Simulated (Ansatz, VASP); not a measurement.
## SnO: VASP beside Ansatz

The input INCAR:

```
PREC = Accurate ; ENCUT = 520
EDIFF = 1E-7 ; ISMEAR = 0
SIGMA = 0.05 ; LREAL = False
LASPH = True ; NELM = 60
ALGO = Normal ; ISIF = 2
LWAVE = False ; LCHARG = False
GGA = PS ; NBANDS = 72
KPAR = 4
```

The input KPOINTS:

```
regular mesh
0
Gamma
  8 5 3
```

POSCAR

```
SnO
1.0
   -3.3156086772      0.0000000000      0.0000000000
    0.0000000000     -5.7050005398      0.0000000000
   -1.1050923721      1.9014766799     11.6824937061
Sn O
6 6
Direct
   -0.2945343505      1.0607462289      0.8836914207
   -0.0723343505      0.8385462289      0.2170247540
   -0.1834343505      0.9496462289      0.5503580874
    0.2610156495      0.4727724721      0.7170247540
    0.4832156495      0.2505724721      0.0503580874
    0.3721156495      0.3616724721      0.3836914207
   -0.3164935406      0.4311369108      0.9495755793
   -0.0942935406      0.2089369108      0.2829089126
   -0.2053935406      0.3200369108      0.6162422460
    0.2390564594      1.1463001704      0.7829089126
    0.4612564594      0.9241001704      0.1162422460
    0.3501564594      1.0352001704      0.4495755793
```

Input for Ansatz:

```yaml
crystal:
  lattice:
    - [-3.3156086772, 0.0, 0.0]
    - [0.0, -5.7050005398, 0.0]
    - [-1.1050923721, 1.9014766799, 11.6824937061]
  atoms:
    - { symbol: Sn, position: [-0.2945343505, 1.0607462289, 0.8836914207] }
    - { symbol: Sn, position: [-0.0723343505, 0.8385462289, 0.217024754] }
    - { symbol: Sn, position: [-0.1834343505, 0.9496462289, 0.5503580874] }
    - { symbol: Sn, position: [0.2610156495, 0.4727724721, 0.717024754] }
    - { symbol: Sn, position: [0.4832156495, 0.2505724721, 0.0503580874] }
    - { symbol: Sn, position: [0.3721156495, 0.3616724721, 0.3836914207] }
    - { symbol: O, position: [-0.3164935406, 0.4311369108, 0.9495755793] }
    - { symbol: O, position: [-0.0942935406, 0.2089369108, 0.2829089126] }
    - { symbol: O, position: [-0.2053935406, 0.3200369108, 0.616242246] }
    - { symbol: O, position: [0.2390564594, 1.1463001704, 0.7829089126] }
    - { symbol: O, position: [0.4612564594, 0.9241001704, 0.116242246] }
    - { symbol: O, position: [0.3501564594, 1.0352001704, 0.4495755793] }
basis:
  ecutwfc: 420
kpoints:
  mp_grid: { grid: [8, 5, 3] }
hamiltonian:
  xc: pbesol
scf:
  occupations: { method: gaussian, width: 0.05 }
output:
  forces: true
  stress: true
  eigenvalues: true
```

Alike in both runs: task single point; functional PBEsol; k mesh 8 × 5 × 3; occupations gaussian, width 0.05 eV; no spin polarisation.

|  | VASP | Ansatz |
| --- | --- | --- |
| version | VASP 6.6.1 | Ansatz 0.2.0 |
| potentials or method | VASP PAW PBE potentials, release 64 (Sn_d, O), cutoff 520 eV | scalar-relativistic, plane waves, PAW |
| valence electrons in the cell | 120 | 120 |

Ansatz gave:

```
gap on the k mesh at the Fermi level (eV)                     : 0.36
least direct gap on the mesh (eV)                             : 0.76
pressure (GPa)                                                : 9.6
traceless stress, the component that is largest in VASP (GPa) : 11.68
rms of the force components (eV/Å)                            : 3.780
```

Question: Estimate VASP's values.

Answer: gap on the k mesh at the Fermi level (eV): 0.36; least direct gap on the mesh (eV): 0.75; pressure (GPa): 9.9; traceless stress, the component that is largest in VASP (GPa): 11.77; rms of the force components (eV/Å): 3.820.

VASP's potentials were made for PBE, not for PBEsol. Atom by atom the forces differ by 0.056 eV/Å (rms over components). The functional is the same, so the differences come from potentials, cutoffs and numerics.
